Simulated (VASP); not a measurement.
# Sn (P-1) in VASP: relaxation of cell and atoms with LDA

Aim: the relaxation of cell and atoms of Sn with LDA.

Everything below comes from runs of VASP 6.6.1. Logs are shortened: lines on timing, memory, paths and dates and some standing lists are left out, and cuts for length are marked.

## 1. The cell of the first run

The typed cell holds 1 atom: a = 3.269 Å, b = 3.303 Å, c = 3.287 Å, α = 110.00°, β = 108.91°, γ = 109.87°.

## 2. Relaxation of cell and atoms, LDA

INCAR reads:

```
PREC = Accurate
ENCUT = 600
EDIFF = 1E-7
ISMEAR = -1
SIGMA = 0.05
LREAL = F
LASPH = T
NELM = 60
ALGO = Fast
ISIF = 3
LWAVE = F
LCHARG = F
IBRION = 2
NSW = 60
EDIFFG = -0.01
```

KPOINTS reads:

```
regular mesh
0
Gamma
  10 10 10
```

POSCAR reads:

```
Sn
1.0
   -1.8911382700      1.8977927600      1.8732002100
    1.8971113000     -1.9215372200      1.9029177100
    1.8832449900      1.9136439400     -1.8969446700
Sn
1
Direct
    0.0000000000      0.0000000000      0.0000000000
```

Potentials or basis: VASP PAW LDA potentials, release 64 (Sn_d).

The run is started by

```bash
$ cat potpaw_LDA.64/Sn_d/POTCAR > POTCAR
$ mpirun -np 1 vasp_std > vasp.out
```

OUTCAR:

```text
PREC = Accurate
   ENCUT = 600
   EDIFF = 1E-7
   ISMEAR = -1
   LREAL = F
   LASPH = T
   NELM = 60
   ISIF = 3
   IBRION = 2
   NSW = 60
   EDIFFG = -0.01

 ion  position               nearest neighbor table
   1  0.000  0.000  0.000-

  LATTYP: Found a triclinic cell.
 ALAT       =     8.5230369495
 B/A-ratio  =     0.6311715057
 C/A-ratio  =     0.3832937424
 COS(alpha) =     0.0003116021
 COS(beta)  =     0.2567648264
 COS(gamma) =     0.9493361671

  Lattice vectors:

 A1 = (  -3.7961428500,   7.6307666800,  -0.0534619600)
 A2 = (  -3.7882495700,   3.8193299800,  -0.0297175000)
 A3 = (   1.8892180200,   1.8898994800,   1.8791732500)

Analysis of symmetry for initial positions (statically):
=====================================================================
 Subroutine PRICEL returns:
 Original cell was already a primitive cell.

 Routine SETGRP: Setting up the symmetry group for a
 triclinic supercell.

 Subroutine GETGRP returns: Found  2 space group operations
 (whereof  2 operations were pure point group operations)
 out of a pool of  2 trial point group operations.

The static configuration has the point symmetry S_2 .

Analysis of symmetry for dynamics (positions and initial velocities):
=====================================================================
 Subroutine PRICEL returns:
 Original cell was already a primitive cell.

 Routine SETGRP: Setting up the symmetry group for a
 triclinic supercell.

 Subroutine GETGRP returns: Found  2 space group operations
 (whereof  2 operations were pure point group operations)
 out of a pool of  2 trial point group operations.

The dynamic configuration has the point symmetry S_2 .

 Subroutine INISYM returns: Found  2 space group operations
 (whereof  2 operations are pure point group operations),
 and found     1 'primitive' translations

----------------------------------------------------------------------------------------

                                     Primitive cell

  volume of cell :      27.2030

  direct lattice vectors                    reciprocal lattice vectors
    -1.891138270  1.897792760  1.873200210     0.000130237  0.264028655  0.266482261
     1.897111300 -1.921537220  1.902917710     0.264112127  0.002194233  0.264418266
[... 112 lines left out ...]
   LEPSILON=     F    determine dielectric tensor
   LRPA    =     F    only Hartree local field effects (RPA)
 conjugate gradient relaxation of ions
 non-spin polarized calculation
 RMM-DIIS sequential band-by-band and
  energy-cutoff  :      600.00
  volume of cell :       27.20
 maximum number of plane-waves:       937
 NGX is ok and might be reduce to    28
   NGX = 13   NGY = 13   NGZ = 13

--------------------------------------- Ionic step        1  -------------------------------------------

 number of electron      13.9999996 magnetization

 Free energy of the ion-electron system (eV)
  ---------------------------------------------------
  ext. energy  EPLUGINS =         0.00000000
  ---------------------------------------------------
  free energy    TOTEN  =        -4.41165224 eV

  energy without entropy =       -4.40424877  energy(sigma->0) =       -4.40795050

------------------------ aborting loop because EDIFF is reached ----------------------------------------

  FORCE on cell =-STRESS in cart. coord.  units (eV):
  Direction    XX          YY          ZZ          XY          YZ          ZX
  --------------------------------------------------------------------------------------
  -------------------------------------------------------------------------------------
  Total       -0.5958216     -0.5040948     -0.6092406     -0.0168468     -0.0270078      0.0125570
  in kB      -35.0921357    -29.6896944    -35.8824750     -0.9922246     -1.5906804      0.7395713
  external PRESSURE =     -33.5547684 kB  Pullay stress =       0.0000000 kB
[... 86 lines left out ...]
  FREE ENERGIE OF THE ION-ELECTRON SYSTEM (eV)
  ---------------------------------------------------
  free  energy   TOTEN  =        -4.4327735776 eV

  energy  without entropy=       -4.4268505556  energy(sigma->0) =       -4.42981207

[... ionic steps 4 to 39 ...]

--------------------------------------- Ionic step       40  -------------------------------------------

 number of electron      13.9999997 magnetization

------------------------ aborting loop because EDIFF is reached ----------------------------------------
[... 65 lines left out ...]
--------------------------------------- Ionic step       42  -------------------------------------------

 number of electron      13.9999998 magnetization

 Free energy of the ion-electron system (eV)
  ---------------------------------------------------
  ext. energy  EPLUGINS =         0.00000000
  ---------------------------------------------------
  free energy    TOTEN  =        -4.44432807 eV

  energy without entropy =       -4.44059671  energy(sigma->0) =       -4.44246239

 E-fermi :   8.5629     XC(G=0): -10.9097

 val. band max:        8.5603080704   @ k =  -0.4000   0.0000   0.2000
 cond. band min:       8.5694979438   @ k =   0.4000  -0.0000   0.4000
 fundamental gap:      0.0091898734
 Fermi energy:         8.5629322762

 k-point     1 :       0.0000    0.0000    0.0000
  band No.  band energies     occupation
      1     -12.9025      2.00000
      2     -12.8800      2.00000
      3     -12.8612      2.00000
      4     -12.7394      2.00000
      5     -12.6963      2.00000
      6      -2.9691      2.00000
      7      16.5708      0.00000
      8      16.9449      0.00000
      9      17.4667      0.00000
     10      20.8216      0.00000
     11      20.8613      0.00000
[... 309 lines left out ...]
 k-point    24 :      -0.3000    0.2000   -0.0000
  band No.  band energies     occupation
      1     -12.8970      2.00000
      2     -12.8628      2.00000
      3     -12.7593      2.00000
      4     -12.7371      2.00000
      5     -12.7127      2.00000
      6      -1.4382      2.00000
      7       9.7168      0.00000
      8      13.3040      0.00000
      9      15.3300      0.00000
     10      19.3465      0.00000
     11      19.4770      0.00000

 [... further k-points ...]

------------------------ aborting loop because EDIFF is reached ----------------------------------------

  FORCE on cell =-STRESS in cart. coord.  units (eV):
  Direction    XX          YY          ZZ          XY          YZ          ZX
  --------------------------------------------------------------------------------------
  -------------------------------------------------------------------------------------
  Total        0.0009957     -0.0020747     -0.0097220     -0.0077863      0.0030819     -0.0053382
  in kB        0.0625860     -0.1304033     -0.6110826     -0.4894094      0.1937127     -0.3355312
  external PRESSURE =      -0.2263000 kB  Pullay stress =       0.0000000 kB
[... 16 lines left out ...]
  FREE ENERGIE OF THE ION-ELECTRON SYSTEM (eV)
  ---------------------------------------------------
  free  energy   TOTEN  =        -4.4443280658 eV

  energy  without entropy=       -4.4405967117  energy(sigma->0) =       -4.44246239

 reached required accuracy - stopping structural energy minimisation
```

Wall time 40 min (1 thread of Intel Xeon 6975P-C (Granite Rapids), shared host); peak memory 0.38 GiB.

Results:

```yaml
Free_energy: -4.4443 eV
Relaxed_volume: 25.49 Å³/atom
Relaxed_cell: a = 3.228 Å, b = 3.231 Å, c = 3.199 Å, α = 107.60°, β = 107.49°, γ = 113.73°
Space_group_after_relaxing_to_0.1_Å: I4/mmm (No. 139)
Energy_gained_by_relaxing: 32.7 meV/atom
Ionic_steps: 42
Pressure_after_relaxing: 0.0 GPa
Band_gap_on_the_k_mesh: zero (bands 7 and 8 overlap by 10.39 eV)
```

The path:
```
step  energy change (eV)  largest force (eV/Å)  pressure (GPa)  volume (Å³)
   1              0.0000                0.0000           -3.36        27.20
   3             -0.0211                0.0000            0.01        25.36
   5             -0.0213                0.0000            0.00        25.40
   7             -0.0205                0.0000           -1.25        26.06
   9             -0.0216                0.0000           -0.62        25.70
  11             -0.0219                0.0000           -0.69        25.76
  13             -0.0223                0.0000           -0.72        25.80
  15             -0.0237                0.0000            0.14        25.47
  17             -0.0241                0.0000            0.09        25.48
  19             -0.0272                0.0000            0.61        25.27
  21             -0.0290                0.0000            0.29        25.38
  23             -0.0299                0.0000           -0.04        25.51
  25             -0.0317                0.0000            0.38        25.33
  27             -0.0317                0.0000            0.45        25.30
  29             -0.0321                0.0000            0.20        25.40
  31             -0.0322                0.0000            0.14        25.45
  33             -0.0324                0.0000           -0.14        25.57
  35             -0.0326                0.0000            0.07        25.45
  37             -0.0326                0.0000            0.04        25.49
  39             -0.0326                0.0000            0.05        25.47
  41             -0.0327                0.0000           -0.02        25.50
  42             -0.0327                0.0000           -0.02        25.49
```

Final structure:
```
CELL_PARAMETERS angstrom
-1.90930 1.90981 1.76877
1.91436 -1.91625 1.76222
1.88390 1.89152 -1.76345
ATOMIC_POSITIONS crystal
Sn 0.00000 0.00000 0.00000
```

Levels at points of the mesh, in eV from the Fermi level:
| k point | band 4 | band 5 | band 6 | band 7 | band 8 | band 9 | band 10 | band 11 |
| --- | --- | --- | --- | --- | --- | --- | --- | --- |
| (0.00, 0.00, 0.00) | -21.30 | -21.26 | -11.53 | 8.01 | 8.38 | 8.90 | 12.26 | 12.30 |
| (0.50, 0.00, 0.00) | -21.26 | -21.17 | -6.29 | -4.60 | 3.52 | 5.26 | 8.02 | 8.35 |
| (0.00, 0.50, 0.00) | -21.26 | -21.17 | -6.30 | -4.60 | 3.53 | 5.25 | 8.03 | 8.33 |
| (0.50, 0.50, 0.00) | -21.29 | -21.18 | -6.94 | -4.83 | 4.63 | 6.65 | 9.40 | 9.58 |
| (0.00, 0.00, 0.50) | -21.29 | -21.18 | -6.72 | -4.79 | 4.42 | 6.56 | 9.20 | 9.49 |
| (0.50, 0.00, 0.50) | -21.26 | -21.17 | -6.28 | -4.59 | 3.51 | 5.24 | 8.01 | 8.33 |
| (0.00, 0.50, 0.50) | -21.26 | -21.17 | -6.30 | -4.60 | 3.53 | 5.26 | 8.05 | 8.33 |
| (0.50, 0.50, 0.50) | -21.20 | -21.19 | -2.34 | -1.04 | -0.90 | 0.52 | 3.66 | 4.57 |

Caveat: spin-orbit coupling is left out, which moves the levels of the heavy elements.
